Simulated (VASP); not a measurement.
**Hf: single point with PBE**

Crystal: Hf.

```
CELL_PARAMETERS angstrom
-1.74947 1.74947 1.74947
1.74947 -1.74947 1.74947
1.74947 1.74947 -1.74947
ATOMIC_POSITIONS crystal
Hf 0.00000 0.00000 0.00000
```

This cell differs from its parent crystal: volume scaled by 0.960.

```yaml
Program: VASP 6.6.1
Task: single point
Functional: PBE
Potentials_or_basis: VASP PAW PBE potentials, release 64 (Hf_pv)
Cutoff: 520 eV
k_mesh: 18 × 18 × 18
Occupations: gaussian, width 0.05 eV
Spin: no spin polarisation
Dipole_correction: no
Further_INCAR_settings: ALGO = Normal; EDIFF = 1e-07; NBANDS = 11
```

```
Pressure               : 4.0 GPa
Band gap on the k mesh : zero (band 5 reaches 6.44 eV, above the bottom of band 6 at 4.17 eV)
```

Levels at points of the mesh, in eV from the Fermi level:
```tsv
k point	band 2	band 3	band 4	band 5	band 6	band 7	band 8	band 9
(0.00, 0.00, 0.00)	-29.67	-29.67	-7.18	1.56	1.56	1.56	4.47	4.47
(0.50, 0.00, 0.00)	-29.97	-29.67	-3.51	-0.57	1.23	4.32	5.37	8.00
(0.50, 0.50, 0.50)	-30.32	-30.32	-2.77	-2.77	7.11	7.11	7.11	7.58
```

Run time: 12 s on 1 thread of Intel(R) Xeon(R) 6975P-C (Granite Rapids), with other jobs on the host, peak memory 0.17 GiB.

Caveat: spin-orbit coupling is left out, which moves the levels of the heavy elements.
